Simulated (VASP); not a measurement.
Set up this calculation in VASP 6.6.1, as the native input.

| Item | Value |
| --- | --- |
| Task | single point |
| Functional | PBE |
| Potentials or basis | VASP PAW PBE potentials, release 64 (Mg, I) |
| Cutoff | 520 eV |
| k mesh | 6 × 6 × 4 |
| Occupations | gaussian, width 0.01 eV |
| Spin | no spin polarisation |
| Dipole correction | no |
| Further INCAR settings | ALGO = Normal; EDIFF = 1e-07; NBANDS = 15 |

The structure of MgI2 lies in POSCAR:

```
MgI2
1.0
    4.1400000000      0.0000000000      0.0000000000
   -2.0700000000      3.5853450000      0.0000000000
    0.0000000000      0.0000000000      6.8800000000
Mg I
1 2
Direct
    0.0000000000      0.0000000000      0.0000000000
    0.3333333333      0.6666666667      0.2500000000
    0.6666666667      0.3333333333      0.7500000000
```

These files were run (other wordings do the same):

INCAR

```
SYSTEM = MgI2
ALGO = Normal
EDIFF = 1E-7
ENCUT = 520
GGA = PE
ISIF = 2
ISMEAR = 0
LASPH = .True.
LCHARG = .False.
LREAL = .False.
LWAVE = .False.
NBANDS = 15
NELM = 80
PREC = Accurate
SIGMA = 0.01
```

KPOINTS

```
k-points
0
Gamma
  6 6 4
  0 0 0
```

Potentials or basis: VASP PAW PBE potentials, release 64 (Mg, I).

Launch:

```console
$ cat potpaw_PBE.64/Mg/POTCAR potpaw_PBE.64/I/POTCAR > POTCAR
$ mpirun -np 1 vasp_std > vasp.out
```

Results of the run:

The pressure is 0.6 GPa. The largest force is 0.256 eV/Å and the band gap on the k mesh is 3.47 eV, indirect (least direct gap 3.63 eV).

Caveat: spin-orbit coupling is left out, which moves the levels of the heavy elements; this functional lacks dispersion, which binds the layers, so the pressure and a relaxed spacing across them are unreliable.

Wall time 54 s on 1 thread of AMD EPYC 7R43 64-Core Processor (Zen 3), on a shared host, peak memory 0.19 GiB.
